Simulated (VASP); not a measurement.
# Ge (P-3m1) in VASP: further runs

Ge is run at these levels: HSE06, r2SCAN0, B3LYP; tasks: single point.

Program: VASP 6.6.1. These are calculated values, not measurements. Logs are shortened: lines on timing, memory, paths and dates and some standing lists are left out, and cuts for length are marked.

## (1) The cell of the first run

Symmetry: P-3m1, No. 164, trigonal system. Conventional cell: a = 4.090 Å, b = 4.090 Å, c = 3.327 Å, α = 90.00°, β = 90.00°, γ = 120.00°. Within 3.4 Å of Ge (site symmetry 3m) lie 8 Ge at 2.54 to 3.36 Å.

## (2) Single point, HSE06

The input, POSCAR:

```
Ge
1.0
    4.0904100000      0.0000000000      0.0000000000
   -2.0452000000      3.5424000000      0.0000000000
    0.0000000000      0.0000000000      3.3265800000
Ge
2
Direct
    0.6666700000      0.3333300000      0.1408600000
    0.3333300000      0.6666700000      0.8591400000
```

The input, INCAR.step1:

```
SYSTEM = Ge
ALGO = Normal ; EDIFF = 1E-5
ENCUT = 520 ; GGA = PE
ISIF = 2 ; ISMEAR = -1
LASPH = .True. ; LCHARG = .False.
LREAL = .False. ; LWAVE = .True.
NBANDS = 21 ; NELM = 60
PREC = Accurate ; SIGMA = 0.05
```

The input, INCAR.step2:

```
SYSTEM = Ge
ALGO = Normal ; EDIFF = 1E-6
ENCUT = 520 ; GGA = PE
HFSCREEN = 0.2079 ; ISIF = 2
ISMEAR = -1 ; ISTART = 1
LASPH = .True. ; LCHARG = .False.
LHFCALC = .True. ; LREAL = .False.
LWAVE = .False. ; NBANDS = 21
NELM = 60 ; PREC = Accurate
PRECFOCK = Normal ; SIGMA = 0.05
```

The input, KPOINTS:

```
k-points
0
Gamma
  4 4 5
  0 0 0
```

Potentials or basis: VASP PAW PBE potentials, release 64 (Ge_d).

Launch:

```
$ cat potpaw_PBE.64/Ge_d/POTCAR > POTCAR
$ cp INCAR.step1 INCAR
$ mpirun -np 1 vasp_std > vasp.out
$ cp INCAR.step2 INCAR
$ mpirun -np 1 vasp_std > vasp.out
```

OUTCAR:

```text
SYSTEM = Ge
   EDIFF = 1E-6
   ENCUT = 520
   GGA = PE
   HFSCREEN = 0.2079
   ISIF = 2
   ISMEAR = -1
   ISTART = 1
   LASPH = .True.
   LHFCALC = .True.
   LREAL = .False.
   NELM = 60
   PREC = Accurate
   PRECFOCK = Normal

 ion  position               nearest neighbor table
   1  0.667  0.333  0.141-   2 2.54   2 2.54   2 2.54
   2  0.333  0.667  0.859-   1 2.54   1 2.54   1 2.54

  LATTYP: Found a hexagonal cell.
 ALAT       =     4.0904100000
 C/A-ratio  =     0.8132632181

  Lattice vectors:

 A1 = (   4.0904100000,   0.0000000000,   0.0000000000)
 A2 = (  -2.0452000000,   3.5424000000,   0.0000000000)
 A3 = (   0.0000000000,   0.0000000000,   3.3265800000)

Analysis of symmetry for initial positions (statically):
=====================================================================
 Subroutine PRICEL returns:
 Original cell was already a primitive cell.

 Routine SETGRP: Setting up the symmetry group for a
 hexagonal supercell.

 Subroutine GETGRP returns: Found  4 space group operations
 (whereof  4 operations were pure point group operations)
 out of a pool of 24 trial point group operations.

The static configuration has the point symmetry C_2h.

Analysis of symmetry for dynamics (positions and initial velocities):
=====================================================================
 Subroutine PRICEL returns:
 Original cell was already a primitive cell.

 Routine SETGRP: Setting up the symmetry group for a
 hexagonal supercell.

 Subroutine GETGRP returns: Found  4 space group operations
 (whereof  4 operations were pure point group operations)
 out of a pool of 24 trial point group operations.

The dynamic configuration has the point symmetry C_2h.

 Subroutine INISYM returns: Found  4 space group operations
 (whereof  4 operations are pure point group operations),
 and found     1 'primitive' translations

----------------------------------------------------------------------------------------

                                     Primitive cell

  volume of cell :      48.2017

  direct lattice vectors                    reciprocal lattice vectors
     4.090410000  0.000000000  0.000000000     0.244474270  0.141146900  0.000000000
    -2.045200000  3.542400000  0.000000000     0.000000000  0.282294490  0.000000000
     0.000000000  0.000000000  3.326580000     0.000000000  0.000000000  0.300609034

  length of vectors
     4.090410000  4.090408390  3.326580000     0.282294379  0.282294490  0.300609034

  position of ions in fractional coordinates (direct lattice)
     0.666670000  0.333330000  0.140860000
     0.333330000  0.666670000  0.859140000

  ion indices of the primitive-cell ions
   primitive index   ion index
                 1           1
                 2           2

----------------------------------------------------------------------------------------

 KPOINTS: k-points

Automatic generation of k-mesh.
 Grid dimensions read from file:
 generate k-points for:    4    4    5

 Generating k-lattice:

  Cartesian coordinates                     Fractional coordinates (reciprocal lattice)
     0.061118568  0.035286725  0.000000000     0.250000000 -0.000000000  0.000000000
     0.000000000  0.070573622  0.000000000     0.000000000  0.250000000  0.000000000
     0.000000000  0.000000000  0.060121807     0.000000000  0.000000000  0.200000000

  Length of vectors
     0.070573595  0.070573622  0.060121807

  Shift w.r.t. Gamma in fractional coordinates (k-lattice)
     0.000000000  0.000000000  0.000000000

 Subroutine IBZKPT returns following result:
 ===========================================

 Found     27 irreducible k-points:

 Following reciprocal coordinates:
            Coordinates               Weight
  0.000000  0.000000  0.000000      1.000000
  0.250000  0.000000  0.000000      4.000000
 -0.250000  0.250000  0.000000      2.000000
  0.500000  0.000000  0.000000      2.000000
  0.500000  0.500000  0.000000      1.000000
  0.250000  0.250000  0.000000      2.000000
[... 16 lines left out ...]
  0.500000  0.000000  0.400000      4.000000
  0.500000  0.500000  0.400000      2.000000
 [... further k-points ...]
   k-points           NKPTS =     27   k-points in BZ     NKDIM =     80   number of bands    NBANDS=     21
   number of dos      NEDOS =    301   number of ions     NIONS =      2
   total plane-waves  NPLWV =  25200
   dimension x,y,z NGX =    30 NGY =   30 NGZ =   28
   dimension x,y,z NGXF=    60 NGYF=   60 NGZF=   56
   ions per type =               2
   NGX,Y,Z   is equivalent  to a cutoff of  12.19, 12.19, 13.99 a.u.
   NGXF,Y,Z  is equivalent  to a cutoff of  24.39, 24.39, 27.99 a.u.
 SYSTEM =  Ge
   PREC   = accura    normal or accurate (medium, high low for compatibility)
   ISTART =      1    job   : 0-new  1-cont  2-samecut
   ICHARG =      0    charge: 1-file 2-atom 10-const
   ISPIN  =      1    spin polarized calculation?
   LNONCOLLINEAR =      F non collinear calculations
   LSORBIT =      F    spin-orbit coupling
   LASPH  =      T    aspherical Exc in radial PAW
   ENCUT  =  520.0 eV  38.22 Ry    6.18 a.u.   7.61  7.61  6.19*2*pi/ulx,y,z
   NELM   =     60;   NELMIN=  2; NELMDL=  0     # of ELM steps
   EDIFF  = 0.1E-05   stopping-criterion for ELM
   LREAL  =      F    real-space projection
   EDIFFG = 0.1E-04   stopping-criterion for IOM
   NSW    =      0    number of steps for IOM
   IBRION =     -1    ionic relax: 0-MD 1-quasi-New 2-CG
   NFREE  =      0    steps in history (QN), initial steepest desc. (CG)
   ISIF   =      2    stress and relaxation
   ISYM   =      3    0-nonsym 1-usesym 2-fastsym
   POTIM  = 0.5000    time-step for ionic-motion
   TEBEG  =    0.0;   TEEND  =   0.0 temperature during run
   PSTRESS=    0.0 pullay stress
   NELECT =      28.0000    total number of electrons
   NUPDOWN=      -1.0000    fix difference up-down
   EMIN   =  10.00;   EMAX   =-10.00  energy-range for DOS
   EFERMI =   0.00;   METHOD = LEGACY
   ISMEAR =    -1;   SIGMA  =   0.05  broadening in eV -4-tet -1-fermi 0-gaus
   EFERMI_NEDOS =   21; number of points for ismear=-14 and -15
   IALGO  =     38    algorithm
   IMIX   =      1    mixing-type and parameters
     AMIX     =   0.40;   BMIX     =  1.00
     AMIX_MAG =   1.60;   BMIX_MAG =  1.00
  volume/ion in A,a.u.               =      24.10       162.64
  Fermi-wavevector in a.u.,A,eV,Ry     =   1.365966  2.581302 25.386626  1.865864
  Thomas-Fermi vector in A             =   2.492148
   LORBIT       =      0    0 simple, 1 ext, 2 COOP (PROOUT), +10 PAW based schemes
   GGA     = PE    functional components
   LHFCALC =     T    Hartree Fock is set to
   PRECFOCK=normal    Normal, Fast or Accurate (Low or Medium for compatibility)
   ENCUT4O =  -1.0   cutoff for four orbital integrals eV
   NKREDX  =     1    reduce k-point grid by
   NKREDY  =     1    reduce k-point grid by
   NKREDZ  =     1    reduce k-point grid by
   AEXX    =    0.2500 exact exchange contribution
   HFSCREEN=    0.2079 screening length (either q_TF or 0.3 A-1)
   HFSCREENC=   0.2079 screening length for correlation (either q_TF or 0.3 A-1)
   ENCUTFOCK=  -1.0 apply spherical cutoff to Coloumb kernel
   IVDW    =     0    specifies the selected vdW correction
   LEPSILON=     F    determine dielectric tensor
   LRPA    =     F    only Hartree local field effects (RPA)
 non-spin polarized calculation
  energy-cutoff  :      520.00
  volume of cell :       48.20
 maximum number of plane-waves:      1308
  NGX = 24; NGY = 24; NGZ = 20

 number of electron      27.9999958 magnetization

 Free energy of the ion-electron system (eV)
  ---------------------------------------------------
  ext. energy  EPLUGINS =         0.00000000
  ---------------------------------------------------
  free energy    TOTEN  =        -9.78713503 eV

  energy without entropy =       -9.78434560  energy(sigma->0) =       -9.78574031

 E-fermi :   3.9743     XC(G=0):  -8.1409

 val. band max:        3.6563382678   @ k =   0.2500   0.2500   0.2000
 cond. band min:       4.0091536248   @ k =   0.5000   0.5000   0.0000
 fundamental gap:      0.3528153570
 Fermi energy:         3.9742881550

 k-point     1 :       0.0000    0.0000    0.0000
  band No.  band energies     occupation
      1     -23.8549      2.00000
      2     -23.8549      2.00000
      3     -23.8102      2.00000
      4     -23.7913      2.00000
      5     -23.7871      2.00000
      6     -23.7871      2.00000
[... 13 lines left out ...]
     20      17.4160      0.00000
     21      18.6864      0.00000

 k-point     2 :       0.2500    0.0000    0.0000
  band No.  band energies     occupation
      1     -23.8629      2.00000
      2     -23.8567      2.00000
      3     -23.8217      2.00000
      4     -23.7826      2.00000
      5     -23.7725      2.00000
      6     -23.7545      2.00000
[... 13 lines left out ...]
     20      14.8481      0.00000
     21      15.7647      0.00000

 k-point     3 :      -0.2500    0.2500    0.0000
  band No.  band energies     occupation
      1     -23.8629      2.00000
      2     -23.8567      2.00000
      3     -23.8217      2.00000
      4     -23.7826      2.00000
      5     -23.7725      2.00000
      6     -23.7545      2.00000
[... 13 lines left out ...]
     20      14.8482      0.00000
     21      15.7648      0.00000
[... 457 lines left out ...]
 k-point    23 :       0.5000    0.0000    0.4000
  band No.  band energies     occupation
      1     -23.8588      2.00000
      2     -23.8415      2.00000
      3     -23.8302      2.00000
      4     -23.7780      2.00000
      5     -23.7669      2.00000
      6     -23.7137      2.00000
[... 13 lines left out ...]
     20      16.7454      0.00000
     21      16.8630      0.00000

 k-point    24 :       0.5000    0.5000    0.4000
  band No.  band energies     occupation
      1     -23.8588      2.00000
      2     -23.8415      2.00000
      3     -23.8302      2.00000
      4     -23.7780      2.00000
      5     -23.7669      2.00000
      6     -23.7137      2.00000
[... 13 lines left out ...]
     20      16.7457      0.00000
     21      16.8631      0.00000

 [... further k-points ...]

------------------------ aborting loop because EDIFF is reached ----------------------------------------

  FORCE on cell =-STRESS in cart. coord.  units (eV):
  Direction    XX          YY          ZZ          XY          YZ          ZX
  --------------------------------------------------------------------------------------
  -------------------------------------------------------------------------------------
  Total       -1.5819393     -1.5818389     -0.1737519      0.0000855      0.0001727     -0.0002990
  in kB      -52.5821078    -52.5787692     -5.7753411      0.0028435      0.0057396     -0.0099399
  external PRESSURE =     -36.9787394 kB  Pullay stress =       0.0000000 kB

 VOLUME and BASIS-vectors are now :
 -----------------------------------------------------------------------------
  energy-cutoff  :      520.00
  volume of cell :       48.20
      direct lattice vectors                 reciprocal lattice vectors
     4.090410000  0.000000000  0.000000000     0.244474270  0.141146900  0.000000000
    -2.045200000  3.542400000  0.000000000     0.000000000  0.282294490  0.000000000
     0.000000000  0.000000000  3.326580000     0.000000000  0.000000000  0.300609034

 POSITION                                       TOTAL-FORCE (eV/Angst)
 -----------------------------------------------------------------------------------
      2.04523      1.18079      0.46858        -0.000284      0.000164     -0.017848
     -0.00002      2.36161      2.85800         0.000284     -0.000164      0.017848
 -----------------------------------------------------------------------------------
    total drift:                                0.000000      0.000000     -0.000001

  FREE ENERGIE OF THE ION-ELECTRON SYSTEM (eV)
  ---------------------------------------------------
  free  energy   TOTEN  =        -9.7871350273 eV

  energy  without entropy=       -9.7843455968  energy(sigma->0) =       -9.78574031
```

Wall time 44 min (1 thread of Intel Xeon Platinum 8375C at 2.90GHz (Ice Lake), shared host); peak memory 0.28 GiB.

Results:

```
Free energy            : -9.7871 eV
Pressure               : -3.7 GPa
Largest force          : 0.018 eV/Å
Band gap on the k mesh : zero (bands 14 and 15 overlap by 4.03 eV)
```

Forces on the atoms (eV/Å):
```
Ge   0.000  0.000 -0.018
Ge   0.000  0.000  0.018
```

Caveat: the k points lie up to 0.44 Å⁻¹ apart, too coarse for converged energies and pressures of a metal; the PAW data sets were made with another functional, which shifts forces and pressure a little.

[end of part 1 of 3]

The gap in the log of VASP goes by the Fermi energy; the results here count the filled bands.